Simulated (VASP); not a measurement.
A run of VASP 6.6.1:

INCAR

```
SYSTEM = SnTe
  PREC = Accurate
  ENCUT = 500
  EDIFF = 1E-6
  ISMEAR = -1
  SIGMA = 0.05
  LREAL = .FALSE.
  LASPH = .TRUE.
  NELM = 120
  ALGO = Normal
  ISIF = 2
  LWAVE = .FALSE.
  LCHARG = .TRUE.
  GGA = PE
  LELF = .TRUE.
  LVHAR = .TRUE.
  NBANDS = 17
  GGA_COMPAT = .FALSE.
```

File KPOINTS:

```
regular mesh
0
G
  6 6 6
  0 0 0
```

Contents of POSCAR:

```
SnTe
1.0
    0.0000000000      2.9230232076      2.9230232076
    2.9230232076      0.0000000000      2.9230232076
    2.9230232076      2.9230232076      0.0000000000
Sn Te
1 1
Direct
    0.0000000000      0.0000000000      0.0000000000
    0.5000000000      0.5000000000      0.5000000000
```

Potentials or basis: VASP PAW PBE potentials, release 64 (Sn_d, Te).

Launch:

```console
$ cat potpaw_PBE.64/Sn_d/POTCAR potpaw_PBE.64/Te/POTCAR > POTCAR
$ mpirun -np 1 vasp_std > vasp.out
```

Hardware: 1 thread of Intel(R) Xeon(R) 6975P-C (Granite Rapids) (shared host).

Question: Estimate the wall time of this run.

Answer: Wall time 9.3 s on 1 thread of Intel(R) Xeon(R) 6975P-C (Granite Rapids), with other jobs on the host, peak memory 0.17 GiB. Counts: scf iterations 11, k points 16.
